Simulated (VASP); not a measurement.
# TaN (I4mm) in VASP: notebook

TaN is run at these levels: PBE; tasks: single point.

Program: VASP 6.6.1. These are calculated values, not measurements. Logs are shortened: lines on timing, memory, paths and dates and some standing lists are left out, and cuts for length are marked.

### Step 1. The cell of the first run

The structure is tetragonal, space group I4mm (No. 107). Conventional cell: a = 3.082 Å, b = 3.082 Å, c = 4.358 Å, α = 90.00°, β = 90.00°, γ = 90.00°. Ta (site symmetry 4mm) has 6 N at 2.08 to 2.28 Å within 2.8 Å. N (site symmetry 4mm) has 6 Ta at 2.08 to 2.28 Å within 2.8 Å.

### Step 2. Single point, PBE

INCAR

```
SYSTEM = TaN
PREC = Accurate
ENCUT = 520
EDIFF = 1E-6
ISMEAR = 0
SIGMA = 0.15
LREAL = .FALSE.
LASPH = .TRUE.
NELM = 60
ALGO = Normal
ISIF = 2
LWAVE = .FALSE.
LCHARG = .FALSE.
GGA = PE
NBANDS = 15
```

KPOINTS

```
Automatic mesh
0
G
  18 18 18
  0 0 0
```

POSCAR

```
TaN
1.0
    0.0000000000      2.1790000000      2.1790000000
    2.1790000000      0.0000000000      2.1790000000
    2.1790000000      2.1790000000      0.0000000000
Ta N
1 1
Direct
    0.5000000000      0.5000000000      0.5000000000
    0.0229463056      0.0229463056     -0.0229463056
```

Potentials or basis: VASP PAW PBE potentials, release 64 (Ta_pv, N).

Command:

```bash
$ cat potpaw_PBE.64/Ta_pv/POTCAR potpaw_PBE.64/N/POTCAR > POTCAR
$ mpirun -np 1 vasp_std > vasp.out
```

OUTCAR:

```text
SYSTEM = TaN
   PREC = Accurate
   ENCUT = 520
   EDIFF = 1E-6
   ISMEAR = 0
   LREAL = .FALSE.
   LASPH = .TRUE.
   NELM = 60
   ISIF = 2
   GGA = PE

 ion  position               nearest neighbor table
   1  0.500  0.500  0.500-   2 2.08   2 2.18   2 2.18   2 2.18   2 2.18   2 2.28
   2  0.023  0.023  0.977-   1 2.08   1 2.18   1 2.18   1 2.18   1 2.18   1 2.28

  LATTYP: Found a face centered cubic cell.
 ALAT       =     4.3580000000

  Lattice vectors:

 A1 = (   0.0000000000,   2.1790000000,   2.1790000000)
 A2 = (   2.1790000000,   0.0000000000,   2.1790000000)
 A3 = (   2.1790000000,   2.1790000000,   0.0000000000)

Analysis of symmetry for initial positions (statically):
=====================================================================
 Subroutine PRICEL returns:
 Original cell was already a primitive cell.

 Routine SETGRP: Setting up the symmetry group for a
 face centered cubic supercell.

 Subroutine GETGRP returns: Found  8 space group operations
 (whereof  8 operations were pure point group operations)
 out of a pool of 48 trial point group operations.

The static configuration has the point symmetry C_4v.

Analysis of symmetry for dynamics (positions and initial velocities):
=====================================================================
 Subroutine PRICEL returns:
 Original cell was already a primitive cell.

 Routine SETGRP: Setting up the symmetry group for a
 face centered cubic supercell.

 Subroutine GETGRP returns: Found  8 space group operations
 (whereof  8 operations were pure point group operations)
 out of a pool of 48 trial point group operations.

The dynamic configuration has the point symmetry C_4v.

 Subroutine INISYM returns: Found  8 space group operations
 (whereof  8 operations are pure point group operations),
 and found     1 'primitive' translations

----------------------------------------------------------------------------------------

                                     Primitive cell

  volume of cell :      20.6920

  direct lattice vectors                    reciprocal lattice vectors
     0.000000000  2.179000000  2.179000000    -0.229463056  0.229463056  0.229463056
     2.179000000  0.000000000  2.179000000     0.229463056 -0.229463056  0.229463056
     2.179000000  2.179000000  0.000000000     0.229463056  0.229463056 -0.229463056

  length of vectors
     3.081571352  3.081571352  3.081571352     0.397441672  0.397441672  0.397441672

  position of ions in fractional coordinates (direct lattice)
     0.500000000  0.500000000  0.500000000
     0.022946306  0.022946306  0.977053694

  ion indices of the primitive-cell ions
   primitive index   ion index
                 1           1
                 2           2

----------------------------------------------------------------------------------------

 KPOINTS: Automatic mesh

Automatic generation of k-mesh.
 Grid dimensions read from file:
 generate k-points for:   18   18   18

 Generating k-lattice:

  Cartesian coordinates                     Fractional coordinates (reciprocal lattice)
    -0.012747948  0.012747948  0.012747948     0.055555556  0.000000000  0.000000000
     0.012747948 -0.012747948  0.012747948     0.000000000  0.055555556  0.000000000
     0.012747948  0.012747948 -0.012747948     0.000000000  0.000000000  0.055555556

  Length of vectors
     0.022080093  0.022080093  0.022080093

  Shift w.r.t. Gamma in fractional coordinates (k-lattice)
     0.000000000  0.000000000  0.000000000

 Subroutine IBZKPT returns following result:
 ===========================================

 Found    480 irreducible k-points:

 Following reciprocal coordinates:
            Coordinates               Weight
  0.000000  0.000000  0.000000      1.000000
  0.055556  0.000000  0.000000      8.000000
  0.111111  0.000000  0.000000      8.000000
  0.166667  0.000000  0.000000      8.000000
  0.222222  0.000000  0.000000      8.000000
  0.277778  0.000000  0.000000      8.000000
[... 16 lines left out ...]
  0.388889  0.055556  0.000000      8.000000
  0.000000  0.388889  0.055556     16.000000
 [... further k-points ...]
   k-points           NKPTS =    480   k-points in BZ     NKDIM =    480   number of bands    NBANDS=     15
   number of dos      NEDOS =    301   number of ions     NIONS =      2
   total plane-waves  NPLWV =  13824
   dimension x,y,z NGX =    24 NGY =   24 NGZ =   24
   dimension x,y,z NGXF=    48 NGYF=   48 NGZF=   48
   ions per type =               1   1
   NGX,Y,Z   is equivalent  to a cutoff of  12.95, 12.95, 12.95 a.u.
   NGXF,Y,Z  is equivalent  to a cutoff of  25.90, 25.90, 25.90 a.u.
 SYSTEM =  TaN
   PREC   = accura    normal or accurate (medium, high low for compatibility)
   ISTART =      0    job   : 0-new  1-cont  2-samecut
   ICHARG =      2    charge: 1-file 2-atom 10-const
   ISPIN  =      1    spin polarized calculation?
   LNONCOLLINEAR =      F non collinear calculations
   LSORBIT =      F    spin-orbit coupling
   LASPH  =      T    aspherical Exc in radial PAW
   ENCUT  =  520.0 eV  38.22 Ry    6.18 a.u.   5.73  5.73  5.73*2*pi/ulx,y,z
   NELM   =     60;   NELMIN=  2; NELMDL= -5     # of ELM steps
   EDIFF  = 0.1E-05   stopping-criterion for ELM
   LREAL  =      F    real-space projection
   EDIFFG = 0.1E-04   stopping-criterion for IOM
   NSW    =      0    number of steps for IOM
   IBRION =     -1    ionic relax: 0-MD 1-quasi-New 2-CG
   NFREE  =      0    steps in history (QN), initial steepest desc. (CG)
   ISIF   =      2    stress and relaxation
   ISYM   =      2    0-nonsym 1-usesym 2-fastsym
   POTIM  = 0.5000    time-step for ionic-motion
   TEBEG  =    0.0;   TEEND  =   0.0 temperature during run
   PSTRESS=    0.0 pullay stress
   NELECT =      16.0000    total number of electrons
   NUPDOWN=      -1.0000    fix difference up-down
   EMIN   =  10.00;   EMAX   =-10.00  energy-range for DOS
   EFERMI =   0.00;   METHOD = LEGACY
   ISMEAR =     0;   SIGMA  =   0.15  broadening in eV -4-tet -1-fermi 0-gaus
   EFERMI_NEDOS =   21; number of points for ismear=-14 and -15
   IALGO  =     38    algorithm
   IMIX   =      4    mixing-type and parameters
     AMIX     =   0.40;   BMIX     =  1.00
     AMIX_MAG =   1.60;   BMIX_MAG =  1.00
  volume/ion in A,a.u.               =      10.35        69.82
  Fermi-wavevector in a.u.,A,eV,Ry     =   1.502615  2.839530 30.719922  2.257851
  Thomas-Fermi vector in A             =   2.613832
   LORBIT       =      0    0 simple, 1 ext, 2 COOP (PROOUT), +10 PAW based schemes
   GGA     = PE    functional components
   LHFCALC =     F    Hartree Fock is set to
   AEXX    =    0.0000 exact exchange contribution
   IVDW    =     0    specifies the selected vdW correction
   LEPSILON=     F    determine dielectric tensor
   LRPA    =     F    only Hartree local field effects (RPA)
 non-spin polarized calculation
 Gauss-broadening in eV      SIGMA  =   0.15
  energy-cutoff  :      520.00
  volume of cell :       20.69
 maximum number of plane-waves:       568
   NGX = 11   NGY = 11   NGZ = 11

 number of electron      16.0000000 magnetization

 Free energy of the ion-electron system (eV)
  ---------------------------------------------------
  ext. energy  EPLUGINS =         0.00000000
  ---------------------------------------------------
  free energy    TOTEN  =       -21.74250645 eV

  energy without entropy =      -21.73364929  energy(sigma->0) =      -21.73807787

 E-fermi :   9.8448     XC(G=0): -13.5844

 val. band max:        9.8420393411   @ k =   0.2778   0.0556   0.0000
 cond. band min:       9.8475846178   @ k =   0.3333   0.0000   0.0000
 fundamental gap:      0.0055452768
 Fermi energy:         9.8448475321

 k-point     1 :       0.0000    0.0000    0.0000
  band No.  band energies     occupation
      1     -25.8583      2.00000
      2     -25.8475      2.00000
      3     -25.8475      2.00000
      4      -9.2317      2.00000
      5       5.6735      2.00000
      6       5.6735      2.00000
      7       5.7174      2.00000
      8       7.6888      2.00000
      9       7.9883      2.00000
     10       7.9883      2.00000
     11       9.9429      0.35536
     12      10.2607      0.00009
     13      11.5862      0.00000
     14      19.2443      0.00000
     15      22.3081      0.00000

 k-point     2 :       0.0556    0.0000    0.0000
  band No.  band energies     occupation
      1     -25.8837      2.00000
      2     -25.8560      2.00000
      3     -25.8503      2.00000
      4      -9.1523      2.00000
      5       5.1681      2.00000
      6       5.4538      2.00000
      7       5.6734      2.00000
      8       7.7353      2.00000
      9       8.0320      2.00000
     10       8.1137      2.00000
     11      10.2899      0.00003
     12      10.5761      0.00000
     13      11.8225      0.00000
     14      19.4875      0.00000
     15      22.3081      0.00000

 k-point     3 :       0.1111    0.0000    0.0000
  band No.  band energies     occupation
      1     -25.9717      2.00000
      2     -25.8647      2.00000
      3     -25.8583      2.00000
      4      -8.9214      2.00000
      5       4.3535      2.00000
      6       4.9223      2.00000
      7       5.1378      2.00000
      8       7.9689      2.00000
      9       8.2288      2.00000
     10       8.3582      2.00000
     11      11.1300      0.00000
     12      11.3584      0.00000
     13      12.4417      0.00000
     14      20.1742      0.00000
     15      22.3077      0.00000
[... 343 lines left out ...]
 k-point    23 :       0.3889    0.0556    0.0000
  band No.  band energies     occupation
      1     -26.6543      2.00000
      2     -25.9419      2.00000
      3     -25.9367      2.00000
      4      -6.7260      2.00000
      5       0.1818      2.00000
      6       2.4092      2.00000
      7       2.5950      2.00000
      8       9.8388      1.04530
      9      11.1677      0.00000
     10      11.3358      0.00000
     11      14.8033      0.00000
     12      15.7515      0.00000
     13      17.0923      0.00000
     14      21.8675      0.00000
     15      22.3544      0.00000

 k-point    24 :       0.0000    0.3889    0.0556
  band No.  band energies     occupation
      1     -26.6531      2.00000
      2     -25.9471      2.00000
      3     -25.9323      2.00000
      4      -6.7293      2.00000
      5       0.1828      2.00000
      6       2.3769      2.00000
      7       2.6372      2.00000
      8       9.7958      1.35639
      9      11.1673      0.00000
     10      11.3294      0.00000
     11      14.8634      0.00000
     12      15.9185      0.00000
     13      16.9001      0.00000
     14      21.8297      0.00000
     15      22.3510      0.00000

 [... further k-points ...]
[... 5 lines left out ...]
  --------------------------------------------------------------------------------------
  -------------------------------------------------------------------------------------
  Total        2.0039697      2.0039697      2.7175860      0.0000000      0.0000000     -0.0000000
  in kB      155.1672402    155.1672402    210.4225045      0.0000000      0.0000000     -0.0000000
  external PRESSURE =     173.5856617 kB  Pullay stress =       0.0000000 kB

 VOLUME and BASIS-vectors are now :
 -----------------------------------------------------------------------------
  energy-cutoff  :      520.00
  volume of cell :       20.69
      direct lattice vectors                 reciprocal lattice vectors
     0.000000000  2.179000000  2.179000000    -0.229463056  0.229463056  0.229463056
     2.179000000  0.000000000  2.179000000     0.229463056 -0.229463056  0.229463056
     2.179000000  2.179000000  0.000000000     0.229463056  0.229463056 -0.229463056

 POSITION                                       TOTAL-FORCE (eV/Angst)
 -----------------------------------------------------------------------------------
      2.17900      2.17900      2.17900         0.000000      0.000000      0.982944
      2.17900      2.17900      0.10000         0.000000      0.000000     -0.982944
 -----------------------------------------------------------------------------------
    total drift:                                0.000000      0.000000     -0.000024

  FREE ENERGIE OF THE ION-ELECTRON SYSTEM (eV)
  ---------------------------------------------------
  free  energy   TOTEN  =       -21.7425064465 eV

  energy  without entropy=      -21.7336492946  energy(sigma->0) =      -21.73807787
```

It took 51 s on 1 thread of Intel Xeon Platinum 8488C (Sapphire Rapids), shared host; peak memory 0.26 GiB.

Results:

- Free energy: -21.7425 eV
- Pressure: 17.4 GPa
- Largest force: 0.983 eV/Å
- Band gap on the k mesh: zero (band 8 reaches 11.79 eV, above the bottom of band 9 at 7.95 eV)

Forces in eV/Å, atoms in the order of the input:
```
Ta   0.000  0.000  0.983
N    0.000  0.000 -0.983
```

Stress tensor (GPa, compression positive):
```
15.52  0.00  0.00
 0.00 15.52  0.00
 0.00  0.00 21.04
```

Caveat: the cell differs from its parent crystal (all N atoms moved -0.100 Å, as atom 2 towards its neighbour atom 1 (Ta) at 2.179 Å); spin-orbit coupling is left out, which moves the levels of the heavy elements.

### Step 3. Single point, PBE

INCAR

```
ALGO = Normal
EDIFF = 1E-6
ENCUT = 520
GGA = PE
ISIF = 2
ISMEAR = 0
LASPH = True
LCHARG = False
LREAL = False
LWAVE = False
NBANDS = 15
NELM = 80
PREC = Accurate
SIGMA = 0.15
```

KPOINTS

```
k-points
0
Gamma
  18 18 18
```

POSCAR: that of step 2 with these lines changed.

```diff
@@ -9,2 +9,2 @@
     0.5000000000      0.5000000000      0.5000000000
-    0.0229463056      0.0229463056     -0.0229463056
+    0.0114731528      0.0114731528     -0.0114731528
```

Potentials or basis: VASP PAW PBE potentials, release 64 (Ta_pv, N).

Command:

```bash
$ cat potpaw_PBE.64/Ta_pv/POTCAR potpaw_PBE.64/N/POTCAR > POTCAR
$ mpirun -np 1 vasp_std > vasp.out
```

It took 51 s on 1 thread of Intel Xeon Platinum 8488C (Sapphire Rapids), shared host; peak memory 0.26 GiB.

The run converged. Its results:

| Item | Value |
| --- | --- |
| Free energy | -21.7782 eV |
| Pressure | 16.0 GPa |
| Largest force | 0.461 eV/Å |
| Band gap on the k mesh | zero (band 8 reaches 11.83 eV, above the bottom of band 9 at 7.76 eV) |

Forces on the atoms (eV/Å):
```
Ta   0.000  0.000  0.461
N    0.000  0.000 -0.461
```

Stress tensor (GPa, compression positive):
```
15.51  0.00  0.00
 0.00 15.51  0.00
 0.00  0.00 16.91
```

Levels at points of the mesh, in eV from the Fermi level:
```
           k point  band 4  band 5  band 6  band 7  band 8  band 9  band 10  band 11  band 12  band 13
(0.00, 0.00, 0.00)  -19.09   -3.99   -3.99   -3.97   -2.18   -2.10    -2.10     0.07     0.15     1.75
(0.50, 0.00, 0.00)  -15.91  -10.60   -7.78   -7.78    1.97    1.99     2.07     3.90     7.77     7.86
(0.50, 0.50, 0.00)  -17.83   -6.70   -5.66   -4.71   -4.71    2.21     3.70     3.70     4.79     6.99
(0.00, 0.50, 0.50)  -17.83   -6.71   -5.81   -4.72   -4.55    2.23     3.70     3.70     4.81     7.13
```

Caveat: the cell differs from its parent crystal (all N atoms moved -0.050 Å, as atom 2 towards its neighbour atom 1 (Ta) at 2.179 Å); spin-orbit coupling is left out, which moves the levels of the heavy elements.
